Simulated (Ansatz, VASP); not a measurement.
# BN: VASP beside Ansatz

File INCAR:

```
ALGO = Normal ; EDIFF = 1E-6
EDIFFG = -0.002 ; ENCUT = 600
GGA = PS ; IBRION = 2
ISIF = 3 ; ISMEAR = -1
LASPH = True ; LCHARG = False
LREAL = False ; LWAVE = False
NELM = 100 ; NSW = 100
PREC = Accurate ; SIGMA = 0.1
```

The input KPOINTS:

```
k-points
0
Gamma
  16 16 6
```

POSCAR

```
BN
1.0
    2.4982400000      0.0000000000      0.0000000000
   -1.2491200000      2.1635393048      0.0000000000
    0.0000000000      0.0000000000      6.6357000000
B N
2 2
Direct
    0.3333333333      0.6666666667      0.2500000000
    0.6666666667      0.3333333333      0.7500000000
    0.3333333333      0.6666666667      0.7500000000
    0.6666666667      0.3333333333      0.2500000000
```

Input for Ansatz:

```yaml
crystal:
  lattice:
    - [2.49824000002, 0.0, 0.0]
    - [-1.24912000001, 2.16353930477, 0.0]
    - [0.0, 0.0, 6.6357]
  atoms:
    - { symbol: B, position: [0.333333333333, 0.666666666667, 0.25] }
    - { symbol: B, position: [0.666666666667, 0.333333333333, 0.75] }
    - { symbol: "N", position: [0.333333333333, 0.666666666667, 0.75] }
    - { symbol: "N", position: [0.666666666667, 0.333333333333, 0.25] }
kpoints:
  mp_grid: { grid: [16, 16, 6] }
scf:
  occupations: { method: fermi_dirac, width: 0.1 }
hamiltonian:
  xc: pbesol
  pseudopotentials: { kind: paw }
relax:
  f_tol: 0.002
  max_steps: 80
  cell: {}
output:
  forces: true
  stress: true
```

Alike in both runs: task relaxation of cell and atoms; functional PBEsol; k mesh 16 × 16 × 6; occupations fermi-dirac, width 0.1 eV; no spin polarisation.

|  | VASP | Ansatz |
| --- | --- | --- |
| version | VASP 6.6.1 | Ansatz 0.2.0 |
| potentials or method | VASP PAW PBE potentials, release 64 (B, N) | PAW with Ansatz's default frozen-core files, scalar-relativistic |
| plane-wave cutoff (eV) | 600 | 420 |
| valence electrons in the cell | 16 | 16 |

Ansatz gave:

```
relaxed volume (Å³/atom)                                     : 9.53
relaxed cell length with the largest relative difference (Å) : 7.016
```

**Question.** Which values does VASP return?

**Answer.** Relaxed volume (Å³/atom): 9.38; relaxed cell length with the largest relative difference (Å): 6.907.

VASP's potentials were made for PBE, not for PBEsol.
